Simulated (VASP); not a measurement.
# LiF (Pm-3m) in VASP: single point with r2SCAN

Aim: the single point of LiF with r2SCAN.

All numbers are computed with VASP 6.6.1; they aren't measurements. Logs are shortened: lines on timing, memory, paths and dates and some standing lists are left out, and cuts for length are marked.

### 1 The cell of the first run

It takes space group Pm-3m (No. 221, cubic). Conventional cell: a = 2.516 Å, b = 2.516 Å, c = 2.516 Å, α = 90.00°, β = 90.00°, γ = 90.00°. Li (site symmetry m-3m) has 8 F at 2.18 Å and 6 Li at 2.52 Å within 2.9 Å. Within 2.9 Å of F (site symmetry m-3m) lie 8 Li at 2.18 Å and 6 F at 2.52 Å.

### 2 Single point, r2SCAN

POSCAR

```
LiF
1.0
    2.5162584444      0.0000000000      0.0000000000
    0.0000000000      2.5162584444      0.0000000000
    0.0000000000      0.0000000000      2.5162584444
Li F
1 1
Direct
    0.0000000000      0.0000000000      0.0000000000
    0.5000000000      0.5000000000      0.5000000000
```

INCAR.step1

```
PREC     = Accurate       # precision mode
ENCUT    = 1490           # plane-wave cutoff, eV
ISMEAR   = 0              # smearing method
SIGMA    = 0.01           # smearing width, eV
LREAL    = F              # projectors in reciprocal space
LASPH    = T              # aspherical terms in the spheres
NELM     = 120            # most SCF steps
NBANDS   = 12             # bands
GGA      = PE             # functional
ALGO     = Normal         # electronic algorithm
EDIFF    = 1E-5           # SCF threshold, eV
LWAVE    = T              # write WAVECAR
LCHARG   = F              # write CHGCAR
GGA_COMPAT= F
```

INCAR.step2

```
PREC     = Accurate       # precision mode
ENCUT    = 1490           # plane-wave cutoff, eV
EDIFF    = 1E-6           # SCF threshold, eV
ISMEAR   = 0              # smearing method
SIGMA    = 0.01           # smearing width, eV
LREAL    = F              # projectors in reciprocal space
LASPH    = T              # aspherical terms in the spheres
NELM     = 120            # most SCF steps
ALGO     = Normal         # electronic algorithm
ISIF     = 2              # what is computed and relaxed
LWAVE    = F              # write WAVECAR
LCHARG   = T              # write CHGCAR
METAGGA  = R2SCAN         # meta-GGA
LMIXTAU  = T            
LELF     = T              # ELF
LVHAR    = T            
NBANDS   = 12             # bands
ISTART   = 1            
GGA_COMPAT= F
```

KPOINTS

```
Automatic mesh
0
Gamma
  8 8 8
```

Potentials or basis: VASP PAW PBE potentials, release 64 (Li_sv, F_h).

Command:

```console
> cat potpaw_PBE.64/Li_sv/POTCAR potpaw_PBE.64/F_h/POTCAR > POTCAR
> cp INCAR.step1 INCAR
> mpirun -np 1 vasp_std > vasp.out
> cp INCAR.step2 INCAR
> mpirun -np 1 vasp_std > vasp.out
```

OUTCAR:

```text
PREC = Accurate
   ENCUT = 1490
   EDIFF = 1E-6
   ISMEAR = 0
   LREAL = F
   LASPH = T
   NELM = 120
   ISIF = 2
   METAGGA = R2SCAN
   ISTART = 1

 ion  position               nearest neighbor table
   1  0.000  0.000  0.000-
   2  0.500  0.500  0.500-

  LATTYP: Found a simple cubic cell.
 ALAT       =     2.5162584444

  Lattice vectors:

 A1 = (   2.5162584444,   0.0000000000,   0.0000000000)
 A2 = (   0.0000000000,   2.5162584444,   0.0000000000)
 A3 = (   0.0000000000,   0.0000000000,   2.5162584444)

Analysis of symmetry for initial positions (statically):
=====================================================================
 Subroutine PRICEL returns:
 Original cell was already a primitive cell.

 Routine SETGRP: Setting up the symmetry group for a
 simple cubic supercell.

 Subroutine GETGRP returns: Found 48 space group operations
 (whereof 48 operations were pure point group operations)
 out of a pool of 48 trial point group operations.

The static configuration has the point symmetry O_h .

Analysis of symmetry for dynamics (positions and initial velocities):
=====================================================================
 Subroutine PRICEL returns:
 Original cell was already a primitive cell.

 Routine SETGRP: Setting up the symmetry group for a
 simple cubic supercell.

 Subroutine GETGRP returns: Found 48 space group operations
 (whereof 48 operations were pure point group operations)
 out of a pool of 48 trial point group operations.

The dynamic configuration has the point symmetry O_h .

 Subroutine INISYM returns: Found 48 space group operations
 (whereof 48 operations are pure point group operations),
 and found     1 'primitive' translations

----------------------------------------------------------------------------------------

                                     Primitive cell

  volume of cell :      15.9318

  direct lattice vectors                    reciprocal lattice vectors
     2.516258444  0.000000000  0.000000000     0.397415457  0.000000000  0.000000000
     0.000000000  2.516258444  0.000000000     0.000000000  0.397415457  0.000000000
     0.000000000  0.000000000  2.516258444     0.000000000  0.000000000  0.397415457

  length of vectors
     2.516258444  2.516258444  2.516258444     0.397415457  0.397415457  0.397415457

  position of ions in fractional coordinates (direct lattice)
     0.000000000  0.000000000  0.000000000
     0.500000000  0.500000000  0.500000000

  ion indices of the primitive-cell ions
   primitive index   ion index
                 1           1
                 2           2

----------------------------------------------------------------------------------------

 KPOINTS: Automatic mesh

Automatic generation of k-mesh.
 Grid dimensions read from file:
 generate k-points for:    8    8    8

 Generating k-lattice:

  Cartesian coordinates                     Fractional coordinates (reciprocal lattice)
     0.049676932  0.000000000  0.000000000     0.125000000  0.000000000  0.000000000
     0.000000000  0.049676932  0.000000000     0.000000000  0.125000000  0.000000000
     0.000000000  0.000000000  0.049676932     0.000000000  0.000000000  0.125000000

  Length of vectors
     0.049676932  0.049676932  0.049676932

  Shift w.r.t. Gamma in fractional coordinates (k-lattice)
     0.000000000  0.000000000  0.000000000

 Subroutine IBZKPT returns following result:
 ===========================================

 Found     35 irreducible k-points:

 Following reciprocal coordinates:
            Coordinates               Weight
  0.000000  0.000000  0.000000      1.000000
  0.125000  0.000000  0.000000      6.000000
  0.250000  0.000000  0.000000      6.000000
  0.375000  0.000000  0.000000      6.000000
  0.500000  0.000000  0.000000      3.000000
  0.125000  0.125000  0.000000     12.000000
[... 16 lines left out ...]
  0.375000  0.375000  0.125000     24.000000
  0.500000  0.375000  0.125000     24.000000
 [... further k-points ...]
   k-points           NKPTS =     35   k-points in BZ     NKDIM =     35   number of bands    NBANDS=     12
   number of dos      NEDOS =    301   number of ions     NIONS =      2
   total plane-waves  NPLWV =  32768
   dimension x,y,z NGX =    32 NGY =   32 NGZ =   32
   dimension x,y,z NGXF=    64 NGYF=   64 NGZF=   64
   ions per type =               1   1
   NGX,Y,Z   is equivalent  to a cutoff of  21.14, 21.14, 21.14 a.u.
   NGXF,Y,Z  is equivalent  to a cutoff of  42.28, 42.28, 42.28 a.u.
 SYSTEM =  unknown system
   PREC   = accura    normal or accurate (medium, high low for compatibility)
   ISTART =      1    job   : 0-new  1-cont  2-samecut
   ICHARG =      0    charge: 1-file 2-atom 10-const
   ISPIN  =      1    spin polarized calculation?
   LNONCOLLINEAR =      F non collinear calculations
   LSORBIT =      F    spin-orbit coupling
   LASPH  =      T    aspherical Exc in radial PAW
   ENCUT  = 1490.0 eV 109.51 Ry   10.46 a.u.   7.92  7.92  7.92*2*pi/ulx,y,z
   NELM   =    120;   NELMIN=  2; NELMDL=  0     # of ELM steps
   EDIFF  = 0.1E-05   stopping-criterion for ELM
   LREAL  =      F    real-space projection
   EDIFFG = 0.1E-04   stopping-criterion for IOM
   NSW    =      0    number of steps for IOM
   IBRION =     -1    ionic relax: 0-MD 1-quasi-New 2-CG
   NFREE  =      0    steps in history (QN), initial steepest desc. (CG)
   ISIF   =      2    stress and relaxation
   ISYM   =      2    0-nonsym 1-usesym 2-fastsym
   POTIM  = 0.5000    time-step for ionic-motion
   TEBEG  =    0.0;   TEEND  =   0.0 temperature during run
   PSTRESS=    0.0 pullay stress
   NELECT =      10.0000    total number of electrons
   NUPDOWN=      -1.0000    fix difference up-down
   EMIN   =  10.00;   EMAX   =-10.00  energy-range for DOS
   EFERMI =   0.00;   METHOD = LEGACY
   ISMEAR =     0;   SIGMA  =   0.01  broadening in eV -4-tet -1-fermi 0-gaus
   EFERMI_NEDOS =   21; number of points for ismear=-14 and -15
   IALGO  =     38    algorithm
   IMIX   =      4    mixing-type and parameters
     AMIX     =   0.40;   BMIX     =  1.00
     AMIX_MAG =   1.60;   BMIX_MAG =  1.00
  volume/ion in A,a.u.               =       7.97        53.76
  Fermi-wavevector in a.u.,A,eV,Ry     =   1.401693  2.648816 26.731957  1.964743
  Thomas-Fermi vector in A             =   2.524529
   LORBIT       =      0    0 simple, 1 ext, 2 COOP (PROOUT), +10 PAW based schemes
   METAGGA = R2SCAN    functional components
   LHFCALC =     F    Hartree Fock is set to
   AEXX    =    0.0000 exact exchange contribution
   IVDW    =     0    specifies the selected vdW correction
   LEPSILON=     F    determine dielectric tensor
   LRPA    =     F    only Hartree local field effects (RPA)
 non-spin polarized calculation
 Gauss-broadening in eV      SIGMA  =   0.01
  energy-cutoff  :     1490.00
  volume of cell :       15.93
 maximum number of plane-waves:      2103
 NGX is ok and might be reduce to    32
   NGX = 15   NGY = 15   NGZ = 15

 number of electron      10.0000002 magnetization

 Free energy of the ion-electron system (eV)
  ---------------------------------------------------
  ext. energy  EPLUGINS =         0.00000000
  ---------------------------------------------------
  free energy    TOTEN  =       -11.28680452 eV

  energy without entropy =      -11.28680452  energy(sigma->0) =      -11.28680452

 E-fermi :   0.4820     XC(G=0): -10.7396

 val. band max:        0.3998651665   @ k =   0.5000   0.5000   0.0000
 cond. band min:       9.5069002471   @ k =   0.0000   0.0000   0.0000
 fundamental gap:      9.1070350806
 Fermi energy:         0.4820391793

 k-point     1 :       0.0000    0.0000    0.0000
  band No.  band energies     occupation
      1     -43.5618      2.00000
      2     -21.7540      2.00000
      3      -0.3367      2.00000
      4      -0.3367      2.00000
      5      -0.3367      2.00000
      6       9.5069      0.00000
      7      20.6643      0.00000
      8      20.6643      0.00000
      9      23.7334      0.00000
     10      23.7334      0.00000
     11      23.7334      0.00000
     12      41.1107      0.00000

 k-point     2 :       0.1250    0.0000    0.0000
  band No.  band energies     occupation
      1     -43.5540      2.00000
      2     -21.6859      2.00000
      3      -0.8902      2.00000
      4      -0.2763      2.00000
      5      -0.2763      2.00000
      6       9.8517      0.00000
      7      19.0260      0.00000
      8      21.0420      0.00000
      9      23.6334      0.00000
     10      23.6334      0.00000
     11      26.3639      0.00000
     12      39.1458      0.00000

 k-point     3 :       0.2500    0.0000    0.0000
  band No.  band energies     occupation
      1     -43.5352      2.00000
      2     -21.5158      2.00000
      3      -2.0695      2.00000
      4      -0.1276      2.00000
      5      -0.1276      2.00000
      6      10.4523      0.00000
      7      17.3711      0.00000
      8      22.1746      0.00000
      9      23.3495      0.00000
     10      23.3495      0.00000
     11      30.9604      0.00000
     12      34.2693      0.00000
[... 286 lines left out ...]
 k-point    23 :       0.3750    0.3750    0.1250
  band No.  band energies     occupation
      1     -43.4721      2.00000
      2     -20.7880      2.00000
      3      -2.6762      2.00000
      4      -2.6155      2.00000
      5      -0.1294      2.00000
      6      14.1360      0.00000
      7      15.6672      0.00000
      8      15.8458      0.00000
      9      24.0105      0.00000
     10      25.5246      0.00000
     11      30.0452      0.00000
     12      32.2470      0.00000

 k-point    24 :       0.5000    0.3750    0.1250
  band No.  band energies     occupation
      1     -43.4657      2.00000
      2     -20.7011      2.00000
      3      -3.0376      2.00000
      4      -2.5742      2.00000
      5      -0.0629      2.00000
      6      14.6281      0.00000
      7      15.1322      0.00000
      8      15.7586      0.00000
      9      23.2900      0.00000
     10      26.1398      0.00000
     11      29.6379      0.00000
     12      31.5664      0.00000

 [... further k-points ...]
[... 5 lines left out ...]
  --------------------------------------------------------------------------------------
  -------------------------------------------------------------------------------------
  Total       -0.0953974     -0.0953974     -0.0953974      0.0000000     -0.0000000     -0.0000000
  in kB       -9.5935917     -9.5935917     -9.5935917      0.0000000     -0.0000000     -0.0000000
  external PRESSURE =      -9.5935917 kB  Pullay stress =       0.0000000 kB

 VOLUME and BASIS-vectors are now :
 -----------------------------------------------------------------------------
  energy-cutoff  :     1490.00
  volume of cell :       15.93
      direct lattice vectors                 reciprocal lattice vectors
     2.516258444  0.000000000  0.000000000     0.397415457  0.000000000  0.000000000
     0.000000000  2.516258444  0.000000000     0.000000000  0.397415457  0.000000000
     0.000000000  0.000000000  2.516258444     0.000000000  0.000000000  0.397415457

 POSITION                                       TOTAL-FORCE (eV/Angst)
 -----------------------------------------------------------------------------------
      0.00000      0.00000      0.00000         0.000000      0.000000      0.000000
      1.25813      1.25813      1.25813         0.000000      0.000000      0.000000
 -----------------------------------------------------------------------------------
    total drift:                                0.000000      0.000000     -0.000000

  FREE ENERGIE OF THE ION-ELECTRON SYSTEM (eV)
  ---------------------------------------------------
  free  energy   TOTEN  =       -11.2868045224 eV

  energy  without entropy=      -11.2868045224  energy(sigma->0) =      -11.28680452
```

It took 51 s on 1 thread of AMD EPYC 9R14 (Zen 4), shared host; peak memory 0.16 GiB.

Results:

```yaml
Free_energy: -11.2868 eV
Pressure: -1.0 GPa
Band_gap_on_the_k_mesh: 9.11 eV (least direct gap 9.84 eV)
```

Levels at points of the mesh, in eV from the valence-band top:
```
           k point  band 3  band 4  band 5  band 6  band 7  band 8
(0.00, 0.00, 0.00)   -0.74   -0.74   -0.74    9.11   20.26   20.26
(0.50, 0.00, 0.00)   -3.90   -0.31   -0.31   10.44   15.96   22.45
(0.50, 0.50, 0.00)   -3.50   -3.50    0.00   14.97   15.30   15.30
(0.50, 0.50, 0.50)   -2.46   -2.46   -2.46   12.35   12.35   12.35
```

Caveat: the structure was generated, so it needn't be the stable form of LiF; the PAW data sets were made with another functional, which shifts forces and pressure a little. A k mesh can miss the band edges.
